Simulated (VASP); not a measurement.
# ReOs (P-6m2) in VASP: single point with LDA

Aim: the single point of ReOs with LDA.

Program: VASP 6.6.1. These are calculated values, not measurements. Logs are shortened: lines on timing, memory, paths and dates and some standing lists are left out, and cuts for length are marked.

## 1. The cell of the first run

It takes space group P-6m2 (No. 187, hexagonal). The conventional cell has a = 2.757 Å, b = 2.757 Å, c = 4.382 Å, α = 90.00°, β = 90.00°, γ = 120.00°. Within 3.6 Å of Re (site symmetry -6m2) lie 6 Os at 2.71 Å and 6 Re at 2.76 Å. Os (site symmetry -6m2) has 6 Re at 2.71 Å and 6 Os at 2.76 Å within 3.6 Å.

## 2. Single point, LDA

Input file INCAR:

```
SYSTEM = ReOs
PREC = Accurate
ENCUT = 520
EDIFF = 1E-6
ISMEAR = -1
SIGMA = 0.05
LREAL = .FALSE.
LASPH = .TRUE.
NELM = 60
ALGO = Normal
ISIF = 2
LWAVE = .FALSE.
LCHARG = .FALSE.
NBANDS = 14
```

Input file KPOINTS:

```
regular mesh
0
G
  12 12 7
  0 0 0
```

Input file POSCAR:

```
ReOs
1.0
    2.7573303527      0.0000000000      0.0000000000
   -1.3786651764      2.3879181321      0.0000000000
    0.0000000000      0.0000000000      4.3824281800
Re Os
1 1
Direct
    0.6666666667      0.3333333333      0.5000000000
    0.0000000000      0.0000000000      0.0000000000
```

Potentials or basis: VASP PAW LDA potentials, release 64 (Re, Os).

Launch:

```
cat potpaw_LDA.64/Re/POTCAR potpaw_LDA.64/Os/POTCAR > POTCAR
mpirun -np 1 vasp_std > vasp.out
```

OUTCAR:

```text
SYSTEM = ReOs
   PREC = Accurate
   ENCUT = 520
   EDIFF = 1E-6
   ISMEAR = -1
   LREAL = .FALSE.
   LASPH = .TRUE.
   NELM = 60
   ISIF = 2

 ion  position               nearest neighbor table
   1  0.667  0.333  0.500-   2 2.71   2 2.71   2 2.71   2 2.71   2 2.71   2 2.71
   2  0.000  0.000  0.000-   1 2.71   1 2.71   1 2.71   1 2.71   1 2.71   1 2.71

  LATTYP: Found a hexagonal cell.
 ALAT       =     2.7573303527
 C/A-ratio  =     1.5893736402

  Lattice vectors:

 A1 = (   2.7573303527,   0.0000000000,   0.0000000000)
 A2 = (  -1.3786651764,   2.3879181321,   0.0000000000)
 A3 = (   0.0000000000,   0.0000000000,   4.3824281800)

Analysis of symmetry for initial positions (statically):
=====================================================================
 Subroutine PRICEL returns:
 Original cell was already a primitive cell.

 Routine SETGRP: Setting up the symmetry group for a
 hexagonal supercell.

 Subroutine GETGRP returns: Found 12 space group operations
 (whereof 12 operations were pure point group operations)
 out of a pool of 24 trial point group operations.

The static configuration has the point symmetry D_3h.

Analysis of symmetry for dynamics (positions and initial velocities):
=====================================================================
 Subroutine PRICEL returns:
 Original cell was already a primitive cell.

 Routine SETGRP: Setting up the symmetry group for a
 hexagonal supercell.

 Subroutine GETGRP returns: Found 12 space group operations
 (whereof 12 operations were pure point group operations)
 out of a pool of 24 trial point group operations.

The dynamic configuration has the point symmetry D_3h.

 Subroutine INISYM returns: Found 12 space group operations
 (whereof 12 operations are pure point group operations),
 and found     1 'primitive' translations

----------------------------------------------------------------------------------------

                                     Primitive cell

  volume of cell :      28.8551

  direct lattice vectors                    reciprocal lattice vectors
     2.757330353  0.000000000  0.000000000     0.362669638  0.209387413  0.000000000
    -1.378665176  2.387918132  0.000000000     0.000000000  0.418774826  0.000000000
     0.000000000  0.000000000  4.382428180     0.000000000  0.000000000  0.228184002

  length of vectors
     2.757330353  2.757330353  4.382428180     0.418774826  0.418774826  0.228184002

  position of ions in fractional coordinates (direct lattice)
     0.666666667  0.333333333  0.500000000
     0.000000000  0.000000000  0.000000000

  ion indices of the primitive-cell ions
   primitive index   ion index
                 1           1
[... 86 lines left out ...]
   EMIN   =  10.00;   EMAX   =-10.00  energy-range for DOS
   EFERMI =   0.00;   METHOD = LEGACY
   ISMEAR =    -1;   SIGMA  =   0.05  broadening in eV -4-tet -1-fermi 0-gaus
   EFERMI_NEDOS =   21; number of points for ismear=-14 and -15
   IALGO  =     38    algorithm
   IMIX   =      4    mixing-type and parameters
     AMIX     =   0.40;   BMIX     =  1.00
     AMIX_MAG =   1.60;   BMIX_MAG =  1.00
  volume/ion in A,a.u.               =      14.43        97.36
  Fermi-wavevector in a.u.,A,eV,Ry     =   1.316328  2.487500 23.575091  1.732720
  Thomas-Fermi vector in A             =   2.446448
   LORBIT       =      0    0 simple, 1 ext, 2 COOP (PROOUT), +10 PAW based schemes
   GGA     = CA    functional components
   LHFCALC =     F    Hartree Fock is set to
   AEXX    =    0.0000 exact exchange contribution
   IVDW    =     0    specifies the selected vdW correction
   LEPSILON=     F    determine dielectric tensor
   LRPA    =     F    only Hartree local field effects (RPA)
 non-spin polarized calculation
  energy-cutoff  :      520.00
  volume of cell :       28.86
 maximum number of plane-waves:       787
 NGX is ok and might be reduce to    24
   NGX = 11   NGY = 11   NGZ = 17

 number of electron      15.0000000 magnetization

 Free energy of the ion-electron system (eV)
  ---------------------------------------------------
  ext. energy  EPLUGINS =         0.00000000
  ---------------------------------------------------
  free energy    TOTEN  =       -26.57336368 eV

  energy without entropy =      -26.56399588  energy(sigma->0) =      -26.56867978

 E-fermi :   8.4883     XC(G=0): -13.9780

 val. band max:        8.4105951627   @ k =   0.3333   0.1667   0.4286
 cond. band min:       8.5043844964   @ k =   0.2500   0.0000   0.0000
 fundamental gap:      0.0937893337
 Fermi energy:         8.4882515833

 k-point     1 :       0.0000    0.0000    0.0000
  band No.  band energies     occupation
      1      -1.7559      2.00000
      2       1.3916      2.00000
      3       6.0160      2.00000
      4       6.0160      2.00000
      5       6.3887      2.00000
      6       7.2315      2.00000
      7       7.2315      2.00000
      8       7.6823      2.00000
      9       7.6823      2.00000
     10       9.0288      0.00004
     11      11.1233      0.00000
     12      11.1233      0.00000
     13      18.0812      0.00000
     14      22.6629      0.00000
[... 377 lines left out ...]
      1       1.3943      2.00000
      2       2.5998      2.00000
      3       3.7282      2.00000
      4       4.9043      2.00000
      5       6.2528      2.00000
      6       6.3345      2.00000
      7       7.3229      2.00000
      8       9.2764      0.00000
      9       9.9356      0.00000
     10      10.4901      0.00000
     11      11.8255      0.00000
     12      16.0347      0.00000
     13      18.7633      0.00000
     14      21.4137      0.00000

 [... further k-points ...]

------------------------ aborting loop because EDIFF is reached ----------------------------------------

  FORCE on cell =-STRESS in cart. coord.  units (eV):
  Direction    XX          YY          ZZ          XY          YZ          ZX
  --------------------------------------------------------------------------------------
  -------------------------------------------------------------------------------------
  Total       -2.0704188     -2.0704188     -2.2614101      0.0000000      0.0000000     -0.0000000
  in kB     -114.9597298   -114.9597298   -125.5645005      0.0000000      0.0000000     -0.0000000
  external PRESSURE =    -118.4946534 kB  Pullay stress =       0.0000000 kB

 VOLUME and BASIS-vectors are now :
 -----------------------------------------------------------------------------
  energy-cutoff  :      520.00
  volume of cell :       28.86
      direct lattice vectors                 reciprocal lattice vectors
     2.757330353  0.000000000  0.000000000     0.362669638  0.209387413  0.000000000
    -1.378665176  2.387918132  0.000000000     0.000000000  0.418774826  0.000000000
     0.000000000  0.000000000  4.382428180     0.000000000  0.000000000  0.228184002

 POSITION                                       TOTAL-FORCE (eV/Angst)
 -----------------------------------------------------------------------------------
      1.37867      0.79597      2.19121         0.000000     -0.000000      0.000000
      0.00000      0.00000      0.00000        -0.000000      0.000000      0.000000
 -----------------------------------------------------------------------------------
    total drift:                               -0.000000      0.000000      0.000000

  FREE ENERGIE OF THE ION-ELECTRON SYSTEM (eV)
  ---------------------------------------------------
  free  energy   TOTEN  =       -26.5733636793 eV

  energy  without entropy=      -26.5639958791  energy(sigma->0) =      -26.56867978
```

OSZICAR:

```text
N       E                     dE             d eps       ncg     rms          rms(c)
DAV:   1     0.670382897538E+02    0.67038E+02   -0.68109E+03  2856   0.101E+03
DAV:   2    -0.242845167970E+02   -0.91323E+02   -0.78620E+02  2818   0.286E+02
DAV:   3    -0.281354792750E+02   -0.38510E+01   -0.37190E+01  3204   0.593E+01
DAV:   4    -0.281792976684E+02   -0.43818E-01   -0.43690E-01  2868   0.544E+00
DAV:   5    -0.281801267176E+02   -0.82905E-03   -0.82901E-03  3072   0.703E-01    0.377E+01
DAV:   6    -0.269667864157E+02    0.12133E+01   -0.14105E+00  3438   0.117E+01    0.160E+01
DAV:   7    -0.269720500025E+02   -0.52636E-02   -0.20676E+00  3728   0.255E+01    0.624E+00
DAV:   8    -0.265779473583E+02    0.39410E+00   -0.11573E+00  3870   0.154E+01    0.647E-01
DAV:   9    -0.265739831949E+02    0.39642E-02   -0.39782E-02  2378   0.171E+00    0.444E-01
DAV:  10    -0.265734497243E+02    0.53347E-03   -0.11629E-03  3548   0.389E-01    0.165E-01
DAV:  11    -0.265733662127E+02    0.83512E-04   -0.30124E-04  3666   0.275E-01    0.738E-02
DAV:  12    -0.265733640555E+02    0.21573E-05   -0.23946E-05  2790   0.537E-02    0.137E-02
DAV:  13    -0.265733636793E+02    0.37612E-06   -0.12287E-06  1778   0.254E-02
   1 F= -.26573364E+02 E0= -.26568680E+02  d E =-.936780E-02
```

stdout:

```text
POSCAR found type information on POSCAR ReOs
 POSCAR found :  2 types and       2 ions
 scaLAPACK will be used
 LDA part: xc-table for (Slater(with rela. corr.)+CA(PZ))
 , standard interpolation
 POSCAR, INCAR and KPOINTS ok, starting setup
 FFT: planning ... GRIDC
 FFT: planning ... GRID_SOFT
 FFT: planning ... GRID
 WAVECAR not read
 entering main loop
```

Wall time 34 s (1 thread of Intel Xeon 8259CL, shared host); peak memory 0.17 GiB.

Results:

| Item | Value |
| --- | --- |
| Free energy | -26.5734 eV |
| Pressure | -11.8 GPa |
| Band gap on the k mesh | zero (an odd number of electrons rules out a gap without spin polarisation) |

Caveat: the cell stands under tension; spin-orbit coupling is left out, which moves the levels of the heavy elements.
